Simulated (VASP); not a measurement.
MgBCl5:

```
Mg B Cl
1.0
     4.67046    0.00000    0.00000
     0.00000    4.67046    0.00000
     0.00000    0.00000    7.49532
Mg B Cl
1 1 5
Direct
  0.00000 0.00000 0.00000
  0.00000 0.00000 0.50000
  0.00000 0.50000 0.30143
  0.00000 0.50000 0.69857
  0.50000 0.00000 0.30143
  0.50000 0.00000 0.69857
  0.50000 0.50000 0.00000
```

| Item | Value |
| --- | --- |
| Program | VASP 6.6.1 |
| Task | relaxation of cell and atoms |
| Functional | PBE |
| Potentials or basis | VASP PAW PBE potentials, release 64 (Mg, B, Cl) |
| Cutoff | 600 eV |
| k mesh | 4 × 4 × 2 |
| Occupations | gaussian, width 0.1 eV |
| Spin | no spin polarisation |

At the start: pressure -4.1 GPa; volume 23.36 Å³/atom.

Problem. How do energy, volume and symmetry change on relaxing?

Solution. Over 25 steps the energy falls by 141.0 meV/atom and the volume is 19.60 Å³/atom (-16.1 %); space group P4/mmm (No. 123, to 0.05 Å).

Step by step:
| step | energy change (eV) | largest force (eV/Å) | pressure (GPa) | volume (Å³) |
| --- | --- | --- | --- | --- |
| 1 | 0.0000 | 0.3502 | -4.12 | 163.50 |
| 2 | -0.3058 | 0.2617 | -2.17 | 149.71 |
| 3 | -0.3899 | 0.1792 | -0.06 | 140.42 |
| 4 | -0.3909 | 0.1670 | 0.28 | 139.22 |
| 5 | -0.4089 | 0.1155 | 0.24 | 139.38 |
| 6 | -0.4590 | 0.1136 | 0.11 | 139.79 |
| 7 | -0.4374 | 0.5430 | 0.46 | 140.28 |
| 8 | -0.4704 | 0.3499 | 0.17 | 140.06 |
| 9 | -0.4810 | 0.4032 | 0.08 | 140.32 |
| 10 | -0.5088 | 0.5240 | -0.08 | 141.04 |
| 11 | -0.5649 | 0.6293 | -0.09 | 142.14 |
| 12 | -0.5415 | 0.2912 | 1.49 | 143.00 |
| 13 | -0.5898 | 0.5336 | 0.35 | 142.66 |
| 14 | -0.6502 | 0.4042 | -0.05 | 144.38 |
| 15 | -0.6683 | 0.3058 | -0.25 | 145.66 |
| 16 | -0.7224 | 0.3636 | -0.50 | 144.77 |
| 17 | -0.8917 | 0.3456 | -0.88 | 142.00 |
| 18 | -0.6879 | 0.6541 | 0.78 | 135.97 |
| 19 | -0.9206 | 0.2709 | -0.80 | 140.79 |
| 20 | -0.9354 | 0.1861 | -0.73 | 139.63 |
| 21 | -0.9653 | 0.0671 | 0.19 | 136.54 |
| 22 | -0.9668 | 0.0247 | 0.48 | 135.71 |
| 23 | -0.9843 | 0.0261 | 0.31 | 136.67 |
| 24 | -0.9868 | 0.0216 | 0.24 | 137.23 |
| 25 | -0.9868 | 0.0219 | 0.24 | 137.20 |

Final structure:
```xyz
7
Lattice="4.0638 0.0000 0.0000 0.0000 4.0638 0.0000 0.0000 0.0000 8.3074" Properties=species:S:1:pos:R:3 pbc="T T T"
Mg    0.0000    0.0000    0.0000
B     0.0000    0.0000    4.1537
Cl    0.0000    2.0319    2.6374
Cl    0.0000    2.0319    5.6700
Cl    2.0319    0.0000    2.6374
Cl    2.0319    0.0000    5.6700
Cl    2.0319    2.0319    0.0000
```

Caveat: the k points lie up to 0.39 Å⁻¹ apart in the final cell; the volume moved by over 15 % at a fixed basis, so the end points are rough.
